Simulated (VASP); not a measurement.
# Cl (P6/mmm) in VASP: notebook

Runs on Cl. Level: r2SCAN. Tasks: single point, relaxation of cell and atoms.

All numbers are computed with VASP 6.6.1; they aren't measurements. Logs are shortened: lines on timing, memory, paths and dates and some standing lists are left out, and cuts for length are marked.

## 1. The cell of the first run

Symmetry: P6/mmm, No. 191, hexagonal system. Conventional cell: a = 3.294 Å, b = 3.294 Å, c = 3.077 Å, α = 90.00°, β = 90.00°, γ = 120.00°. Cl (site symmetry 6/mmm) has 8 Cl at 3.08 to 3.29 Å within 4.1 Å.

## 2. Single point, r2SCAN

POSCAR reads:

```
Cl
1.0
    3.2936102132      0.0000000000      0.0000000000
   -1.6468051066      2.8523501148      0.0000000000
    0.0000000000      0.0000000000      3.0774670430
Cl
1
Direct
    0.0000000000      0.0000000000      0.0000000000
```

INCAR.step1 reads:

```
SYSTEM = Cl
  PREC = Accurate
  ENCUT = 520
  ISMEAR = 0
  SIGMA = 0.1
  LREAL = .False.
  LASPH = .True.
  NELM = 100
  NBANDS = 10
  GGA = PE
  ALGO = Normal
  EDIFF = 1E-4
  LWAVE = .True.
  LCHARG = .False.
```

INCAR.step2 reads:

```
SYSTEM = Cl
  PREC = Accurate
  ENCUT = 520
  EDIFF = 1E-6
  ISMEAR = 0
  SIGMA = 0.1
  LREAL = .False.
  LASPH = .True.
  NELM = 100
  ALGO = Normal
  ISIF = 2
  LWAVE = .False.
  LCHARG = .True.
  METAGGA = R2SCAN
  LMIXTAU = .True.
  LELF = .True.
  LVHAR = .True.
  NBANDS = 10
  ISTART = 1
```

KPOINTS reads:

```
regular mesh
0
Gamma
  6 6 6
  0 0 0
```

Potentials or basis: VASP PAW PBE potentials, release 64 (Cl).

Command:

```console
cat potpaw_PBE.64/Cl/POTCAR > POTCAR
cp INCAR.step1 INCAR
mpirun -np 1 vasp_std > vasp.out
cp INCAR.step2 INCAR
mpirun -np 1 vasp_std > vasp.out
```

OUTCAR:

```text
SYSTEM = Cl
   PREC = Accurate
   ENCUT = 520
   EDIFF = 1E-6
   ISMEAR = 0
   LREAL = .False.
   LASPH = .True.
   NELM = 100
   ISIF = 2
   METAGGA = R2SCAN
   ISTART = 1

 ion  position               nearest neighbor table
   1  0.000  0.000  0.000-

  LATTYP: Found a hexagonal cell.
 ALAT       =     3.2936102132
 C/A-ratio  =     0.9343750000

  Lattice vectors:

 A1 = (   3.2936102132,   0.0000000000,   0.0000000000)
 A2 = (  -1.6468051066,   2.8523501148,   0.0000000000)
 A3 = (   0.0000000000,   0.0000000000,   3.0774670430)

Analysis of symmetry for initial positions (statically):
=====================================================================
 Subroutine PRICEL returns:
 Original cell was already a primitive cell.

 Routine SETGRP: Setting up the symmetry group for a
 hexagonal supercell.

 Subroutine GETGRP returns: Found 24 space group operations
 (whereof 24 operations were pure point group operations)
 out of a pool of 24 trial point group operations.

The static configuration has the point symmetry D_6h.

Analysis of symmetry for dynamics (positions and initial velocities):
=====================================================================
 Subroutine PRICEL returns:
 Original cell was already a primitive cell.

 Routine SETGRP: Setting up the symmetry group for a
 hexagonal supercell.

 Subroutine GETGRP returns: Found 24 space group operations
 (whereof 24 operations were pure point group operations)
 out of a pool of 24 trial point group operations.

The dynamic configuration has the point symmetry D_6h.

 Subroutine INISYM returns: Found 24 space group operations
 (whereof 24 operations are pure point group operations),
 and found     1 'primitive' translations

----------------------------------------------------------------------------------------

                                     Primitive cell

  volume of cell :      28.9114

  direct lattice vectors                    reciprocal lattice vectors
     3.293610213  0.000000000  0.000000000     0.303618199  0.175294049  0.000000000
    -1.646805107  2.852350115  0.000000000     0.000000000  0.350588097  0.000000000
     0.000000000  0.000000000  3.077467043     0.000000000  0.000000000  0.324942554

  length of vectors
     3.293610213  3.293610213  3.077467043     0.350588097  0.350588097  0.324942554

  position of ions in fractional coordinates (direct lattice)
     0.000000000  0.000000000  0.000000000

  ion indices of the primitive-cell ions
   primitive index   ion index
                 1           1

----------------------------------------------------------------------------------------

 KPOINTS: regular mesh

Automatic generation of k-mesh.
 Grid dimensions read from file:
 generate k-points for:    6    6    6

 Generating k-lattice:

  Cartesian coordinates                     Fractional coordinates (reciprocal lattice)
     0.050603033  0.029215675  0.000000000     0.166666667  0.000000000  0.000000000
     0.000000000  0.058431350  0.000000000     0.000000000  0.166666667  0.000000000
     0.000000000  0.000000000  0.054157092     0.000000000  0.000000000  0.166666667

  Length of vectors
     0.058431350  0.058431350  0.054157092

  Shift w.r.t. Gamma in fractional coordinates (k-lattice)
     0.000000000  0.000000000  0.000000000

 Subroutine IBZKPT returns following result:
 ===========================================

 Found     28 irreducible k-points:

 Following reciprocal coordinates:
            Coordinates               Weight
  0.000000  0.000000  0.000000      1.000000
  0.166667  0.000000  0.000000      6.000000
  0.333333  0.000000  0.000000      6.000000
  0.500000  0.000000  0.000000      3.000000
  0.166667  0.166667  0.000000      6.000000
  0.333333  0.166667  0.000000     12.000000
[... 16 lines left out ...]
  0.166667  0.000000  0.500000      6.000000
  0.333333  0.000000  0.500000      6.000000
 [... further k-points ...]
   k-points           NKPTS =     28   k-points in BZ     NKDIM =     28   number of bands    NBANDS=     10
   number of dos      NEDOS =    301   number of ions     NIONS =      1
   total plane-waves  NPLWV =  13824
   dimension x,y,z NGX =    24 NGY =   24 NGZ =   24
   dimension x,y,z NGXF=    48 NGYF=   48 NGZF=   48
   ions per type =               1
   NGX,Y,Z   is equivalent  to a cutoff of  12.11, 12.11, 12.96 a.u.
   NGXF,Y,Z  is equivalent  to a cutoff of  24.23, 24.23, 25.93 a.u.
 SYSTEM =  Cl
   PREC   = accura    normal or accurate (medium, high low for compatibility)
   ISTART =      1    job   : 0-new  1-cont  2-samecut
   ICHARG =      0    charge: 1-file 2-atom 10-const
   ISPIN  =      1    spin polarized calculation?
   LNONCOLLINEAR =      F non collinear calculations
   LSORBIT =      F    spin-orbit coupling
   LASPH  =      T    aspherical Exc in radial PAW
   ENCUT  =  520.0 eV  38.22 Ry    6.18 a.u.   6.12  6.12  5.72*2*pi/ulx,y,z
   NELM   =    100;   NELMIN=  2; NELMDL=  0     # of ELM steps
   EDIFF  = 0.1E-05   stopping-criterion for ELM
   LREAL  =      F    real-space projection
[... 7 lines left out ...]
   TEBEG  =    0.0;   TEEND  =   0.0 temperature during run
   PSTRESS=    0.0 pullay stress
   NELECT =       7.0000    total number of electrons
   NUPDOWN=      -1.0000    fix difference up-down
   EMIN   =  10.00;   EMAX   =-10.00  energy-range for DOS
   EFERMI =   0.00;   METHOD = LEGACY
   ISMEAR =     0;   SIGMA  =   0.10  broadening in eV -4-tet -1-fermi 0-gaus
   EFERMI_NEDOS =   21; number of points for ismear=-14 and -15
   IALGO  =     38    algorithm
   IMIX   =      4    mixing-type and parameters
     AMIX     =   0.40;   BMIX     =  1.00
     AMIX_MAG =   1.60;   BMIX_MAG =  1.00
  volume/ion in A,a.u.               =      28.91       195.10
  Fermi-wavevector in a.u.,A,eV,Ry     =   1.020355  1.928192 14.165361  1.041125
  Thomas-Fermi vector in A             =   2.153920
   LORBIT       =      0    0 simple, 1 ext, 2 COOP (PROOUT), +10 PAW based schemes
   METAGGA = R2SCAN    functional components
   LHFCALC =     F    Hartree Fock is set to
   AEXX    =    0.0000 exact exchange contribution
   IVDW    =     0    specifies the selected vdW correction
   LEPSILON=     F    determine dielectric tensor
   LRPA    =     F    only Hartree local field effects (RPA)
 non-spin polarized calculation
 Gauss-broadening in eV      SIGMA  =   0.10
  energy-cutoff  :      520.00
  volume of cell :       28.91
 maximum number of plane-waves:       798
   NGX = 13   NGY = 13   NGZ = 11

 number of electron       7.0000003 magnetization

 Free energy of the ion-electron system (eV)
  ---------------------------------------------------
  ext. energy  EPLUGINS =         0.00000000
  ---------------------------------------------------
  free energy    TOTEN  =        -5.17123461 eV

  energy without entropy =       -5.16066633  energy(sigma->0) =       -5.16595047

 E-fermi :  -1.5481     XC(G=0):  -8.4866

 val. band max:       -1.5879581686   @ k =   0.3333   0.3333   0.1667
 cond. band min:      -1.5358532376   @ k =   0.5000   0.0000   0.5000
 fundamental gap:      0.0521049310
 Fermi energy:        -1.5480939559

 k-point     1 :       0.0000    0.0000    0.0000
  band No.  band energies     occupation
      1     -16.2215      2.00000
      2      -1.2745      0.00011
      3      -1.2745      0.00011
      4      -1.2273      0.00001
      5       7.2267      0.00000
      6      10.5785      0.00000
      7      13.1792      0.00000
      8      13.1792      0.00000
      9      18.7407      0.00000
     10      19.4632      0.00000

 k-point     2 :       0.1667    0.0000    0.0000
  band No.  band energies     occupation
      1     -16.0465      2.00000
      2      -2.2518      2.00000
      3      -1.4713      0.27755
      4      -1.1195      0.00000
      5       8.1410      0.00000
      6      11.0350      0.00000
      7      12.0522      0.00000
      8      14.1915      0.00000
      9      17.5556      0.00000
     10      19.1771      0.00000

 k-point     3 :       0.3333    0.0000    0.0000
  band No.  band energies     occupation
      1     -15.6618      2.00000
      2      -3.8531      2.00000
      3      -1.8312      1.99994
      4      -0.8926      0.00000
      5       8.9124      0.00000
      6      10.8458      0.00000
      7      13.1051      0.00000
      8      15.5700      0.00000
      9      16.8594      0.00000
     10      18.6733      0.00000

 k-point     4 :       0.5000    0.0000    0.0000
  band No.  band energies     occupation
      1     -15.4480      2.00000
      2      -4.5643      2.00000
      3      -1.9972      2.00000
      4      -0.7730      0.00000
      5       8.6215      0.00000
      6      11.8677      0.00000
      7      13.1012      0.00000
      8      14.8285      0.00000
      9      18.4479      0.00000
     10      19.6727      0.00000
[... 222 lines left out ...]
 k-point    22 :       0.0000    0.0000    0.5000
  band No.  band energies     occupation
      1     -15.5299      2.00000
      2      -4.7627      2.00000
      3      -0.8898      0.00000
      4      -0.8898      0.00000
      5      10.8141      0.00000
      6      11.8870      0.00000
      7      14.4858      0.00000
      8      14.4858      0.00000
      9      15.1054      0.00000
     10      15.1054      0.00000

 k-point    23 :       0.1667    0.0000    0.5000
  band No.  band energies     occupation
      1     -15.3686      2.00000
      2      -4.5552      2.00000
      3      -1.7124      1.97988
      4      -1.0639      0.00000
      5      10.2156      0.00000
      6      11.8113      0.00000
      7      13.7348      0.00000
      8      14.4888      0.00000
      9      15.4767      0.00000
     10      16.1404      0.00000

 k-point    24 :       0.3333    0.0000    0.5000
  band No.  band energies     occupation
      1     -15.0171      2.00000
      2      -4.0923      2.00000
      3      -3.1291      2.00000
      4      -1.3860      0.02185
      5       8.1121      0.00000
      6      11.2437      0.00000
      7      13.5780      0.00000
      8      15.5655      0.00000
      9      16.1681      0.00000
     10      18.0659      0.00000

 [... further k-points ...]
[... 5 lines left out ...]
  --------------------------------------------------------------------------------------
  -------------------------------------------------------------------------------------
  Total       -0.8215709     -0.8215709     -1.3612794      0.0000000     -0.0000000      0.0000000
  in kB      -45.5289049    -45.5289049    -75.4378707      0.0000000     -0.0000000      0.0000000
  external PRESSURE =     -55.4985602 kB  Pullay stress =       0.0000000 kB

 VOLUME and BASIS-vectors are now :
 -----------------------------------------------------------------------------
  energy-cutoff  :      520.00
  volume of cell :       28.91
      direct lattice vectors                 reciprocal lattice vectors
     3.293610213  0.000000000  0.000000000     0.303618199  0.175294049  0.000000000
    -1.646805107  2.852350115  0.000000000     0.000000000  0.350588097  0.000000000
     0.000000000  0.000000000  3.077467043     0.000000000  0.000000000  0.324942554

 POSITION                                       TOTAL-FORCE (eV/Angst)
 -----------------------------------------------------------------------------------
      0.00000      0.00000      0.00000         0.000000      0.000000      0.000000
 -----------------------------------------------------------------------------------
    total drift:                               -0.000000      0.000000      0.000000

  FREE ENERGIE OF THE ION-ELECTRON SYSTEM (eV)
  ---------------------------------------------------
  free  energy   TOTEN  =        -5.1712346057 eV

  energy  without entropy=       -5.1606663254  energy(sigma->0) =       -5.16595047
```

Run time: 8.4 s. Hardware: 1 thread of Intel Xeon 6975P-C (Granite Rapids), shared host; peak memory 0.13 GiB.

What came out:

```yaml
Free_energy: -5.1712 eV
Pressure: -5.5 GPa
```

Levels at points of the mesh, in eV from the Fermi level:
```tsv
k point	band 1	band 2	band 3	band 4	band 5	band 6	band 7	band 8
(0.00, 0.00, 0.00)	-14.67	0.27	0.27	0.32	8.77	12.13	14.73	14.73
(0.50, 0.00, 0.00)	-13.90	-3.02	-0.45	0.78	10.17	13.42	14.65	16.38
(0.00, 0.00, 0.50)	-13.98	-3.21	0.66	0.66	12.36	13.44	16.03	16.03
(0.50, 0.00, 0.50)	-13.28	-2.28	-2.22	0.01	8.79	12.28	14.76	16.59
```

Caveat: the k points lie up to 0.37 Å⁻¹ apart; the PAW data sets were made with another functional, which shifts forces and pressure a little; an odd number of electrons without spin polarisation forces a metal; a magnetic or distorted state may lie lower.

[end of part 1 of 2]
